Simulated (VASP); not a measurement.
Runs of VASP 6.6.1 on CuAu. The structure is that of space group Fm-3m (No. 225), or close to it. The cells are those of the table. 

```csv
task,cell,k mesh,cutoff (eV),gap on the mesh (eV),pressure (GPa)
relaxation of cell and atoms,"relaxed from a = 3.648 Å, angles 60.0°, 2 atoms",18 × 18 × 18,600,none,0.0
single point,"a = 3.648 Å, angles 60.0°, 2 atoms",6 × 6 × 6,520,none,(a)
relaxation of cell and atoms,"relaxed from a = 3.499 Å, angles 60.0°, 2 atoms",6 × 6 × 6,600,none,-0.2
single point,"a = 3.646 Å, angles 60.0°, 2 atoms",18 × 18 × 18,520,none,0.0
single point,"a = 3.499 Å, angles 60.0°, 2 atoms",6 × 6 × 6,520,none,18.9
```

Alike in all rows: level PBE; potentials or basis VASP PAW PBE potentials, release 64 (Cu, Au); no spin polarisation; smearing gaussian 0.1 eV.

Problem. Fill in the values left out.

Solution. (a) 0.2.

Caveats: some runs use coarse meshes; spin-orbit coupling is left out, which moves the levels of the heavy elements; the relaxation stopped at its first step, so nothing moved (at least some runs).

A k mesh can miss the band edges, and the runs leave out spin-orbit coupling on Au.

A gap of «none» marks levels without a gap at the run's occupations.
